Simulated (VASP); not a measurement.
BeMo, 2 atoms in the cell. The structure is cubic, space group F-43m (No. 216). The conventional cell has a = 5.030 Å, b = 5.030 Å, c = 5.030 Å, α = 90.00°, β = 90.00°, γ = 90.00°. Be (site symmetry -43m) has 4 Mo at 2.18 Å within 2.9 Å. Within 2.9 Å of Mo (site symmetry -43m) lie 4 Be at 2.18 Å. 

| Quantity | Value |
| --- | --- |
| Program | VASP 6.6.1 |
| Task | relaxation of cell and atoms |
| Functional | PBE |
| Potentials or basis | VASP PAW PBE potentials, release 64 (Be, Mo_sv) |
| Cutoff | 600 eV |
| k mesh | 20 × 20 × 20 |
| Occupations | gaussian, width 0.1 eV |
| Spin | no spin polarisation |
| Dipole correction | no |
| Further INCAR settings | ALGO = Fast; EDIFF = 1e-06; IBRION = 2; EDIFFG = -0.01; NSW = 100; ISIF = 3 |

Potentials or basis: VASP PAW PBE potentials, release 64 (Be, Mo_sv).

Command:

```bash
$ cat potpaw_PBE.64/Be/POTCAR potpaw_PBE.64/Mo_sv/POTCAR > POTCAR
$ mpirun -np 1 vasp_std > vasp.out
```

Hardware: 1 thread of Intel(R) Xeon(R) 6975P-C (Granite Rapids), on a shared host.

Question: How long does it take, and how much memory?

Answer: Wall time 110 s on 1 thread of Intel(R) Xeon(R) 6975P-C (Granite Rapids), with other jobs on the host, peak memory 0.26 GiB. Counts: scf iterations 28, k points 256, ion steps 3.
